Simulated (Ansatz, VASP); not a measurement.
## CuF in VASP and in Ansatz

```
CELL_PARAMETERS angstrom
0.00000 2.92281 2.93748
1.86705 0.00000 2.93748
1.86705 2.92281 0.00000
ATOMIC_POSITIONS crystal
Cu 0.00000 0.00000 0.00000
F 0.50000 0.50000 0.50000
```

Alike in both runs: functional PBE; k mesh 6 × 6 × 6; occupations gaussian, width 0.1 eV; no spin polarisation.

Ansatz relaxed the structure, and its values are those at the end. VASP's run is a single point on that final structure, the one shown.

|  | VASP | Ansatz |
| --- | --- | --- |
| version | VASP 6.6.1 | Ansatz 0.2.0 |
| potentials or method | VASP PAW PBE potentials, release 64 (Cu, F), cutoff 520 eV | scalar-relativistic, plane waves, PAW |
| valence electrons in the cell | 18 | 26 |

|  | VASP | Ansatz | Ansatz less VASP |
| --- | --- | --- | --- |
| gap on the k mesh at the Fermi level (eV) | 0.61 | 0.61 | +0.004 |
| least direct gap on the mesh (eV) | 1.22 | 1.21 | -0.009 |
| pressure (GPa) | 0.6 | 0.2 | -0.40 |

VASP's potentials hold 18 valence electrons a cell and Ansatz's 26, so a difference there can come from the potentials and not from the codes.
